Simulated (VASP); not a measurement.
## Be3B4: single point with PBE

System: Be3B4, a sheet with vacuum.

```
Be B
1.0
     3.01961   -3.86185    0.00000
     3.01937    3.86203    0.00000
     0.00000    0.00000   26.32227
Be B
3 4
Direct
  0.89566 0.78275 0.30727
  0.46725 0.35434 0.30725
  0.06468 0.18530 0.30755
  0.16959 0.57806 0.30735
  0.67193 0.08042 0.30735
  0.83939 0.41061 0.30730
  0.32761 0.92240 0.30737
```

- Program: VASP 6.6.1
- Task: single point
- Functional: PBE
- Potentials or basis: VASP PAW PBE potentials, release 64 (Be, B)
- Cutoff: 520 eV
- k mesh: 6 × 6 × 1
- Occupations: gaussian, width 0.2 eV
- Spin: no spin polarisation
- Dipole correction: yes
- Further INCAR settings: ALGO = Normal; EDIFF = 1e-06; NBANDS = 18

The largest force is 0.019 eV/Å and the band gap on the k mesh is zero (bands 9 and 10 overlap by 0.84 eV).

Forces on the atoms (eV/Å):
```
Be  -0.004  0.013  0.000
Be   0.004  0.013  0.001
Be   0.001 -0.019 -0.001
B    0.013 -0.007  0.000
B   -0.013 -0.008  0.000
B    0.000  0.013  0.001
B   -0.001 -0.004 -0.001
```

Levels at points of the mesh, in eV from the Fermi level:
| k point | band 7 | band 8 | band 9 | band 10 | band 11 | band 12 |
| --- | --- | --- | --- | --- | --- | --- |
| (0.00, 0.00, 0.00) | -3.31 | -1.98 | -1.52 | 1.77 | 1.88 | 3.97 |
| (0.50, 0.00, 0.00) | -2.23 | -1.74 | -1.45 | 0.62 | 3.19 | 3.71 |
| (0.00, 0.50, 0.00) | -2.23 | -1.74 | -1.45 | 0.62 | 3.19 | 3.71 |
| (0.50, 0.50, 0.00) | -2.08 | -2.05 | 0.19 | 0.40 | 1.47 | 3.84 |

Run time: 3.3 min on 1 thread of Intel(R) Xeon(R) 6975P-C (Granite Rapids), with other jobs on the host, peak memory 0.65 GiB.
